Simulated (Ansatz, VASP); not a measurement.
## Two plane-wave programs on Ru

The input INCAR:

```
SYSTEM = Ru
ALGO = Normal ; EDIFF = 1E-6
ENCUT = 560 ; GGA_COMPAT = .FALSE.
ISIF = 2 ; ISMEAR = 0
LASPH = .TRUE. ; LCHARG = .TRUE.
LELF = .TRUE. ; LREAL = .FALSE.
LVHAR = .TRUE. ; LWAVE = .FALSE.
NBANDS = 23 ; NELM = 120
PREC = Accurate ; SIGMA = 0.3
```

The input KPOINTS:

```
k-points
0
G
  13 13 8
  0 0 0
```

The input POSCAR:

```
Ru
1.0
    2.6775346364      0.0000000000      0.0000000000
   -1.3387673182      2.3188130146      0.0000000000
    0.0000000000      0.0000000000      4.2181251212
Ru
2
Direct
    0.3333333333      0.6666666667      0.2500000000
    0.6666666667      0.3333333333      0.7500000000
```

Input for Ansatz:

```yaml
crystal:
  lattice:
    - [2.6775346364, 0.0, 0.0]
    - [-1.3387673182, 2.3188130146, 0.0]
    - [0.0, 0.0, 4.2181251212]
  atoms:
    - { symbol: Ru, position: [0.3333333333, 0.6666666667, 0.25] }
    - { symbol: Ru, position: [0.6666666667, 0.3333333333, 0.75] }
hamiltonian:
  xc: lda
  pseudopotentials:
    kind: paw
    azcp:
      Ru: "pseudopotentials/Ru.paw.azcp"
basis:
  ecutwfc: 420
  fft_grid_basis: typed
kpoints:
  mp_grid: { grid: [13, 13, 8], shift: [0, 0, 0] }
magnetization:
  spin_polarized: false
scf:
  occupations: { method: gaussian, width: 0.3 }
  lower_state_search: "off"
output:
  stress: true
  write_density: true
  write_potential: true
  elf: true
  volumetric_format: npy
```

Alike in both runs: task single point; functional LDA; k mesh 13 × 13 × 8; occupations gaussian, width 0.3 eV; no spin polarisation.

|  | VASP | Ansatz |
| --- | --- | --- |
| version | VASP 6.6.1 | Ansatz 0.2.0 |
| potentials or method | VASP PAW LDA potentials, release 64 (Ru_sv), cutoff 560 eV | plane waves (420 eV) with PAW, scalar-relativistic |
| valence electrons in the cell | 32 | 32 |

```csv
,VASP,Ansatz,Ansatz less VASP
pressure (GPa),0.6,0.1,-0.56
"traceless stress, the component that is largest in VASP (GPa)",0.17,0.16,-0.014
```

Ansatz warns that its potentials were made for another functional, while VASP's fit it. LDA's correlation is that of Perdew and Zunger in VASP and of Perdew and Wang (1992) in Ansatz.
